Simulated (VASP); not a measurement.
# HgTe: single point with PBE

HgTe:

```xyz
2
Lattice="0.0000 3.3248 3.3248 3.3248 0.0000 3.3248 3.3248 3.3248 0.0000" Properties=species:S:1:pos:R:3 pbc="T T T"
Hg    0.0000    0.0000   -0.0668
Te    4.9872    4.9872    5.0922
```

This cell differs from its parent crystal: atoms displaced along a vibrational mode.

* Program: VASP 6.6.1
* Task: single point
* Functional: PBE
* Potentials or basis: VASP PAW PBE potentials, release 64 (Hg, Te)
* Cutoff: 520 eV
* k mesh: 16 × 16 × 16
* Occupations: gaussian, width 0.15 eV
* Spin: no spin polarisation
* Dipole correction: no
* Further INCAR settings: ALGO = Normal; EDIFF = 1e-06; NBANDS = 16

```
Pressure      : 0.4 GPa
Largest force : 0.463 eV/Å
```

Forces in eV/Å, atoms in the order of the input:
```
Hg   0.000  0.000  0.463
Te   0.000  0.000 -0.463
```

Stress tensor (GPa, compression positive):
```
0.54 1.36 0.00
1.36 0.54 0.00
0.00 0.00 0.23
```

Levels at points of the mesh, in eV from the Fermi level:
```tsv
k point	band 6	band 7	band 8	band 9	band 10	band 11	band 12	band 13
(0.00, 0.00, 0.00)	-6.63	-1.09	-0.28	-0.10	-0.09	4.16	4.21	4.40
(0.50, 0.00, 0.00)	-6.34	-4.86	-1.10	-0.77	0.38	4.56	5.23	6.53
(0.00, 0.00, 0.50)	-6.44	-5.32	-1.21	-0.86	0.78	4.71	5.36	6.76
(0.50, 0.50, 0.00)	-6.28	-5.09	-2.11	-2.05	1.63	2.67	7.76	8.14
(0.00, 0.50, 0.50)	-6.28	-5.15	-2.08	-2.03	1.76	2.53	7.77	8.37
```

It took 3.1 min on 1 thread of Intel(R) Xeon(R) 6975P-C (Granite Rapids), on a shared host, peak memory 0.82 GiB.

Caveat: the cell differs from its parent crystal (atoms displaced along a vibrational mode); spin-orbit coupling is left out, which moves the levels of the heavy elements.
